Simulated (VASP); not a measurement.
# SnH5 (P-6m2) in VASP: a series of runs, part 2 of 2

VASP 6.6.1.

**4. Relaxation of cell and atoms, PBE**

The input, INCAR:

```
SYSTEM = SnH5
  PREC = Accurate
  ENCUT = 600
  EDIFF = 1E-7
  ISMEAR = 0
  SIGMA = 0.1
  LREAL = .FALSE.
  LASPH = .TRUE.
  NELM = 80
  ALGO = Normal
  ISIF = 3
  LWAVE = .FALSE.
  LCHARG = .FALSE.
  GGA = PE
  IBRION = 2
  NSW = 90
  EDIFFG = -0.04
```

The input, KPOINTS:

```
Automatic mesh
0
G
  6 6 4
  0 0 0
```

The input, POSCAR:

```
SnH5
1.0
    3.9052391200      0.0000000000      0.0000000000
   -1.9526195600      3.3820362800      0.0000000000
    0.0000000000      0.0000000000      5.4929249900
Sn H
1 5
Direct
    0.6666666700      0.3333333300      0.0000000000
    0.0000000000      0.0000000000      0.0000000000
    0.0000000000      0.0000000000      0.2040403000
    0.0000000000      0.0000000000      0.7959597000
    0.0000000000      0.0000000000      0.6219513200
    0.0000000000      0.0000000000      0.3780486800
```

Command:

```sh
> cat potpaw_PBE.64/Sn_d/POTCAR potpaw_PBE.64/H/POTCAR > POTCAR
> mpirun -np 1 vasp_std > vasp.out
```

Wall time 21 min (1 thread of AMD EPYC 7R13, shared host); peak memory 0.21 GiB.

The run converged. Its results:

```yaml
Free_energy: -18.7094 eV
Relaxed_volume: 15.96 Å³/atom
Relaxed_cell: a = 3.576 Å, b = 3.576 Å, c = 8.649 Å, α = 90.00°, β = 90.00°, γ = 120.00°
Space_group_after_relaxing_to_0.1_Å: P-6m2 (No. 187)
Pressure_after_relaxing: 0.2 GPa
Largest_force_after_relaxing: 0.035 eV/Å
Band_gap_on_the_k_mesh: zero (an odd number of electrons rules out a gap without spin polarisation)
```

Forces on the atoms (eV/Å):
```
Sn   0.000  0.000  0.000
H    0.000  0.000  0.000
H    0.000  0.000 -0.010
H    0.000  0.000  0.010
H    0.000  0.000 -0.035
H    0.000  0.000  0.035
```

Final structure:
```
Sn H
1.0
     3.57586    0.00000    0.00000
    -1.78793    3.09679    0.00000
     0.00000    0.00000    8.64926
Sn H
1 5
Direct
  0.66667 0.33333 0.00000
  0.00000 0.00000 0.00000
  0.00000 0.00000 0.30229
  0.00000 0.00000 0.69771
  0.00000 0.00000 0.61100
  0.00000 0.00000 0.38900
```

Levels at points of the mesh, in eV from the Fermi level:
| k point | band 5 | band 6 | band 7 | band 8 | band 9 | band 10 | band 11 | band 12 | band 13 |
| --- | --- | --- | --- | --- | --- | --- | --- | --- | --- |
| (0.00, 0.00, 0.00) | -21.52 | -10.21 | -7.16 | -6.39 | -1.00 | 1.99 | 3.77 | 5.26 | 5.26 |
| (0.50, 0.00, 0.00) | -21.44 | -7.27 | -6.46 | -5.79 | -5.12 | 0.98 | 2.56 | 3.35 | 4.39 |
| (0.00, 0.00, 0.50) | -21.52 | -10.20 | -7.35 | -6.12 | -1.35 | 2.10 | 4.69 | 5.26 | 5.26 |
| (0.50, 0.00, 0.50) | -21.44 | -7.16 | -6.72 | -5.68 | -5.07 | 0.88 | 2.56 | 3.39 | 3.54 |

Caveat: the volume moved by over 15 % at a fixed basis, so the end points are rough; spin-orbit coupling is left out, which moves the levels of the heavy elements.

**5. Single point, PBE**

This run uses another cell than the first one, of 21.93 Å³/atom.

The input, INCAR:

```
SYSTEM = SnH5
PREC = Accurate
ENCUT = 520
EDIFF = 1E-6
ISMEAR = 0
SIGMA = 0.1
LREAL = .FALSE.
LASPH = .TRUE.
NELM = 80
ALGO = Normal
ISIF = 2
LWAVE = .FALSE.
LCHARG = .TRUE.
GGA = PE
LELF = .TRUE.
LVHAR = .TRUE.
NBANDS = 18
```

The input, KPOINTS:

```
regular mesh
0
G
  12 12 4
  0 0 0
```

The input, POSCAR:

```
SnH5
1.0
    3.6035109421      0.0000000000      0.0000000000
   -1.8017554710      3.1207320187      0.0000000000
    0.0000000000      0.0000000000     11.6994756217
Sn H
1 5
Direct
    0.6666666667      0.3333333333      0.0000000000
    0.0000000000      0.0000000000      0.0000000000
    0.0000000000      0.0000000000      0.3228451991
    0.0000000000      0.0000000000      0.6771548009
    0.0000000000      0.0000000000      0.6129881991
    0.0000000000      0.0000000000      0.3870118009
```

Potentials or basis: VASP PAW PBE potentials, release 64 (Sn_d, H).

Command:

```sh
> cat potpaw_PBE.64/Sn_d/POTCAR potpaw_PBE.64/H/POTCAR > POTCAR
> mpirun -np 1 vasp_std > vasp.out
```

OUTCAR:

```text
SYSTEM = SnH5
   PREC = Accurate
   ENCUT = 520
   EDIFF = 1E-6
   ISMEAR = 0
   LREAL = .FALSE.
   LASPH = .TRUE.
   NELM = 80
   ISIF = 2
   GGA = PE

 ion  position               nearest neighbor table
   1  0.667  0.333  0.000-   2 2.08   2 2.08   2 2.08
   2  0.000  0.000  0.000-   1 2.08   1 2.08   1 2.08
   3  0.000  0.000  0.323-   6 0.75
   4  0.000  0.000  0.677-   5 0.75
   5  0.000  0.000  0.613-   4 0.75
   6  0.000  0.000  0.387-   3 0.75

  LATTYP: Found a hexagonal cell.
 ALAT       =     3.6035109421
 C/A-ratio  =     3.2466879690

  Lattice vectors:

 A1 = (   3.6035109421,   0.0000000000,   0.0000000000)
 A2 = (  -1.8017554710,   3.1207320187,   0.0000000000)
 A3 = (   0.0000000000,   0.0000000000,  11.6994756217)

Analysis of symmetry for initial positions (statically):
=====================================================================
 Subroutine PRICEL returns:
 Original cell was already a primitive cell.

 Routine SETGRP: Setting up the symmetry group for a
 hexagonal supercell.

 Subroutine GETGRP returns: Found 12 space group operations
 (whereof 12 operations were pure point group operations)
 out of a pool of 24 trial point group operations.

The static configuration has the point symmetry D_3h.

Analysis of symmetry for dynamics (positions and initial velocities):
=====================================================================
 Subroutine PRICEL returns:
 Original cell was already a primitive cell.

 Routine SETGRP: Setting up the symmetry group for a
 hexagonal supercell.

 Subroutine GETGRP returns: Found 12 space group operations
 (whereof 12 operations were pure point group operations)
 out of a pool of 24 trial point group operations.

The dynamic configuration has the point symmetry D_3h.

[... 127 lines left out ...]
  volume/ion in A,a.u.               =      21.93       147.98
  Fermi-wavevector in a.u.,A,eV,Ry     =   0.858901  1.623088 10.037167  0.737711
  Thomas-Fermi vector in A             =   1.976175
   LORBIT       =      0    0 simple, 1 ext, 2 COOP (PROOUT), +10 PAW based schemes
   GGA     = PE    functional components
   LHFCALC =     F    Hartree Fock is set to
   AEXX    =    0.0000 exact exchange contribution
   IVDW    =     0    specifies the selected vdW correction
   LEPSILON=     F    determine dielectric tensor
   LRPA    =     F    only Hartree local field effects (RPA)
 non-spin polarized calculation
 Gauss-broadening in eV      SIGMA  =   0.10
  energy-cutoff  :      520.00
  volume of cell :      131.57
 maximum number of plane-waves:      3583
 NGX is ok and might be reduce to    28
   NGX = 13   NGY = 13   NGZ = 43

 number of electron      19.0000001 magnetization

 Free energy of the ion-electron system (eV)
  ---------------------------------------------------
  ext. energy  EPLUGINS =         0.00000000
  ---------------------------------------------------
  free energy    TOTEN  =       -19.16472969 eV

  energy without entropy =      -19.15943067  energy(sigma->0) =      -19.16208018

 E-fermi :  -1.0686     XC(G=0):  -5.5410

 val. band max:       -1.1174402599   @ k =   0.3333   0.1667   0.5000
 cond. band min:      -1.0048366606   @ k =   0.3333  -0.0000   0.5000
 fundamental gap:      0.1126035993
 Fermi energy:        -1.0685508475

 k-point     1 :       0.0000    0.0000    0.0000
  band No.  band energies     occupation
      1     -22.7130      2.00000
      2     -22.6420      2.00000
      3     -22.6420      2.00000
      4     -22.6214      2.00000
      5     -22.6214      2.00000
      6     -11.0561      2.00000
[... 481 lines left out ...]
      5     -22.5819      2.00000
      6      -9.4107      2.00000
[... 10 lines left out ...]
     17       6.5737      0.00000
     18       7.8901      0.00000

 [... further k-points ...]

------------------------ aborting loop because EDIFF is reached ----------------------------------------

  FORCE on cell =-STRESS in cart. coord.  units (eV):
  Direction    XX          YY          ZZ          XY          YZ          ZX
  --------------------------------------------------------------------------------------
  -------------------------------------------------------------------------------------
  Total       -0.0750796     -0.0750796     -0.0759321     -0.0000000     -0.0000000      0.0000000
  in kB       -0.9142898     -0.9142898     -0.9246716     -0.0000000     -0.0000000      0.0000000
  external PRESSURE =      -0.9177504 kB  Pullay stress =       0.0000000 kB

 VOLUME and BASIS-vectors are now :
 -----------------------------------------------------------------------------
  energy-cutoff  :      520.00
  volume of cell :      131.57
      direct lattice vectors                 reciprocal lattice vectors
     3.603510942  0.000000000  0.000000000     0.277507136  0.160218819  0.000000000
    -1.801755471  3.120732019  0.000000000     0.000000000  0.320437639  0.000000000
     0.000000000  0.000000000 11.699475622     0.000000000  0.000000000  0.085473916

 POSITION                                       TOTAL-FORCE (eV/Angst)
 -----------------------------------------------------------------------------------
      1.80176      1.04024      0.00000         0.000000     -0.000000      0.000000
      0.00000      0.00000      0.00000        -0.000000      0.000000      0.000000
      0.00000      0.00000      3.77712        -0.000000      0.000000      0.008576
      0.00000      0.00000      7.92236        -0.000000      0.000000     -0.008576
      0.00000      0.00000      7.17164        -0.000000      0.000000      0.008540
      0.00000      0.00000      4.52784        -0.000000      0.000000     -0.008540
 -----------------------------------------------------------------------------------
    total drift:                               -0.000000      0.000000      0.000000

  FREE ENERGIE OF THE ION-ELECTRON SYSTEM (eV)
  ---------------------------------------------------
  free  energy   TOTEN  =       -19.1647296947 eV

  energy  without entropy=      -19.1594306693  energy(sigma->0) =      -19.16208018
```

Run time: 3.3 min. Hardware: 1 thread of AMD EPYC 7R13, shared host; peak memory 0.28 GiB.

Results:

```
Free energy            : -19.1647 eV
Pressure               : -0.1 GPa
Largest force          : 0.009 eV/Å
Band gap on the k mesh : zero (an odd number of electrons rules out a gap without spin polarisation)
```

Forces on the atoms (eV/Å):
```
Sn   0.000  0.000  0.000
H    0.000  0.000  0.000
H    0.000  0.000  0.009
H    0.000  0.000 -0.009
H    0.000  0.000  0.009
H    0.000  0.000 -0.009
```

Caveat: spin-orbit coupling is left out, which moves the levels of the heavy elements.

**6. Overview**

| task | cell | k mesh | cutoff (eV) | gap on the mesh (eV) | pressure (GPa) | largest force (eV/Å) |
| --- | --- | --- | --- | --- | --- | --- |
| single point | a = 3.905, b = 3.905, c = 5.493 Å, angles 90.0, 90.0, 120.0°, 6 atoms, atomic positions A | 6 × 6 × 4 | 520 | none | 1.6 | 2.07 |
| single point | a = 3.584, b = 3.584, c = 10.596 Å, angles 90.0, 90.0, 120.0°, 6 atoms, atomic positions B | 6 × 6 × 4 | 520 | none | 0.0 | 0.01 |
| relaxation of cell and atoms | relaxed from a = 3.905, b = 3.905, c = 5.493 Å, angles 90.0, 90.0, 120.0°, 6 atoms, atomic positions A | 6 × 6 × 4 | 600 | none | 0.2 | 0.04 |
| single point | a = 3.604, b = 3.604, c = 11.699 Å, angles 90.0, 90.0, 120.0°, 6 atoms, atomic positions C | 12 × 12 × 4 | 520 | none | -0.1 | 0.01 |

Alike in all rows: level PBE; potentials or basis VASP PAW PBE potentials, release 64 (Sn_d, H); no spin polarisation; smearing gaussian 0.1 eV.

Caveats: spin-orbit coupling is left out, which moves the levels of the heavy elements; forces of over 1 eV/Å act on the atoms, so gaps and moduli don't describe the material at rest (at least some runs); the volume moved by over 15 % at a fixed basis, so the end points are rough (at least some runs).

Total energies depend on the potentials used, so only differences within one code and one set of settings carry meaning.

The gap in the log of VASP goes by the Fermi energy; the results here count the filled bands.